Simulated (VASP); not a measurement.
Runs of VASP 6.6.1 on RbAl4Cl. The structure is that of space group P-6m2 (No. 187), or close to it. The cells are those of the table. 

```csv
task,cell,k mesh,cutoff (eV),gap on the mesh (eV),pressure (GPa),largest force (eV/Å)
single point,"a = 5.916, b = 5.916, c = 4.327 Å, angles 90.0, 90.0, 120.0°, 6 atoms",3 × 3 × 4,520,none,4.6,0.07
single point,"a = 5.792, b = 5.792, c = 5.031 Å, angles 90.0, 90.0, 120.0°, 6 atoms",3 × 3 × 4,520,none,(a),-
relaxation of cell and atoms,"relaxed from a = 5.916, b = 5.916, c = 4.327 Å, angles 90.0, 90.0, 120.0°, 6 atoms",3 × 3 × 4,600,none,0.0,0.01
single point,"a = 5.790, b = 5.790, c = 5.100 Å, angles 90.0, 90.0, 120.0°, 6 atoms",6 × 6 × 8,520,none,0.0,0.01
```

Alike in all rows: level PBE; potentials or basis VASP PAW PBE potentials, release 64 (Rb_sv, Al, Cl); no spin polarisation; smearing gaussian 0.1 eV.

**Question.** Estimate the missing entries.

**Answer.** (a) 0.1.

Caveats: some runs use coarse meshes.

A k mesh can miss the band edges, and the runs leave out spin-orbit coupling on Rb.

A gap of «none» marks levels without a gap at the run's occupations.
